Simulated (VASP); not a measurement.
# TiB2: single point with PBEsol

The system is TiB2.

```
Ti B
1.0
     3.02920    0.02272    0.02272
    -1.49492    2.61200    0.00832
     0.02421    0.02421    3.22840
Ti B
1 2
Direct
  0.00000 0.00000 0.00000
  0.33333 0.66667 0.50000
  0.66667 0.33333 0.50000
```

| Property | Result |
| --- | --- |
| Program | VASP 6.6.1 |
| Task | single point |
| Functional | PBEsol |
| Potentials or basis | VASP PAW PBE potentials, release 64 (Ti_sv, B) |
| Cutoff | 520 eV |
| k mesh | 13 × 13 × 11 |
| Occupations | fermi-dirac, width 0.1 eV |
| Spin | no spin polarisation |
| Dipole correction | no |
| Further INCAR settings | ALGO = Normal; EDIFF = 1e-07; NBANDS = 16 |

The pressure is -4.6 GPa. The largest force is 0.056 eV/Å and the band gap on the k mesh is zero (bands 9 and 10 overlap by 0.69 eV).

Forces on the atoms (eV/Å):
```
Ti   0.000  0.000  0.000
B   -0.056  0.003 -0.002
B    0.056 -0.003  0.002
```

Stress tensor (GPa, compression positive):
```
-3.59 -4.38 -3.78
-4.38 -3.62 -3.78
-3.78 -3.78 -6.48
```

Levels at points of the mesh, in eV from the Fermi level:
```csv
k point,band 5,band 6,band 7,band 8,band 9,band 10,band 11,band 12,band 13,band 14
"(0.00, 0.00, 0.00)",-13.48,-2.67,-2.53,-2.31,-2.15,1.86,1.90,3.65,3.71,5.63
```

It took 2.7 min on 1 thread of AMD EPYC 9R45 96-Core Processor (Zen 5) (shared host), peak memory 0.42 GiB.

Caveat: the cell stands under tension; the PAW data sets were made with another functional, which shifts forces and pressure a little.
